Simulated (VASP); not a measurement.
Here is a VASP 6.6.1 calculation.

Contents of INCAR:

```
SYSTEM = Ir2C3
PREC = Accurate
ENCUT = 520
EDIFF = 1E-6
ISMEAR = 0
SIGMA = 0.1
LREAL = .FALSE.
LASPH = .TRUE.
NELM = 100
ALGO = Fast
ISIF = 2
LWAVE = .FALSE.
LCHARG = .FALSE.
GGA = PE
NBANDS = 41
```

File KPOINTS:

```
regular mesh
0
G
  6 6 6
  0 0 0
```

File POSCAR:

```
Ir2C3
1.0
    2.5197014159      1.4547502907      4.5862349620
   -2.5197014159      1.4547502907      4.5862349620
    0.0000000000     -2.9095005815      4.5862349620
Ir C
4 6
Direct
    0.8521800000      0.8521800000      0.8521800000
    0.6478200000      0.6478200000      0.6478200000
    0.1478200000      0.1478200000      0.1478200000
    0.3521800000      0.3521800000      0.3521800000
    0.0562500000      0.4437500000      0.7500000000
    0.7500000000      0.0562500000      0.4437500000
    0.4437500000      0.7500000000      0.0562500000
    0.9437500000      0.5562500000      0.2500000000
    0.2500000000      0.9437500000      0.5562500000
    0.5562500000      0.2500000000      0.9437500000
```

Potentials or basis: VASP PAW PBE potentials, release 64 (Ir, C).

The run is started by

```bash
$ cat potpaw_PBE.64/Ir/POTCAR potpaw_PBE.64/C/POTCAR > POTCAR
$ mpirun -np 1 vasp_std > vasp.out
```

Problem. What does it give for the largest force?

Solution. 3.119 eV/Å.

Problem. Predict the pressure.

Solution. 39.4 GPa.

Problem. Estimate the band gap on the k mesh.

Solution. Zero (bands 30 and 31 overlap by 0.08 eV).

Forces on the atoms (eV/Å):
```
Ir   0.000  0.000  0.029
Ir   0.000  0.000 -0.029
Ir   0.000  0.000 -0.029
Ir   0.000  0.000  0.029
C    3.119  0.000  0.000
C   -1.559  2.701  0.000
C   -1.559 -2.701  0.000
C   -3.119  0.000  0.000
C    1.559 -2.701  0.000
C    1.559  2.701  0.000
```

Caveat: the stress differs along the axes, from 37 to 45 GPa; spin-orbit coupling is left out, which moves the levels of the heavy elements; forces of over 1 eV/Å act on the atoms, so gaps and moduli don't describe the material at rest.
